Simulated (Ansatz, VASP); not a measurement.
One calculation of PbSe, two programs

```xyz
2
Lattice="0.0000 3.1222 3.1222 3.1222 0.0000 3.1222 3.1222 3.1222 0.0000" Properties=species:S:1:pos:R:3 pbc="T T T"
Pb    0.0000    0.0000    0.0000
Se    3.1222    3.1222    3.1222
```

Change from the starting cell: volume scaled by 1.06, PAW files.

Alike in both runs: task electric field gradients; functional PBEsol; k mesh 7 × 7 × 7; occupations fermi-dirac, width 0.02 eV; no spin polarisation.

|  | VASP | Ansatz |
| --- | --- | --- |
| version | VASP 6.6.1 | Ansatz 0.2.0 |
| potentials or method | VASP PAW PBE potentials, release 64 (Pb_d, Se) | PAW with Ansatz's default frozen-core files, scalar-relativistic |
| plane-wave cutoff (eV) | 520 | 420 |
| valence electrons in the cell | 20 | 30 |

```csv
,VASP,Ansatz,Ansatz less VASP
pressure (GPa),-3.2,-3.2,+0.01
```

VASP's potentials were made for PBE, not for PBEsol. VASP's potentials hold 20 valence electrons a cell and Ansatz's 30, so a difference there can come from the potentials and not from the codes.

Neither program's run includes spin-orbit coupling.
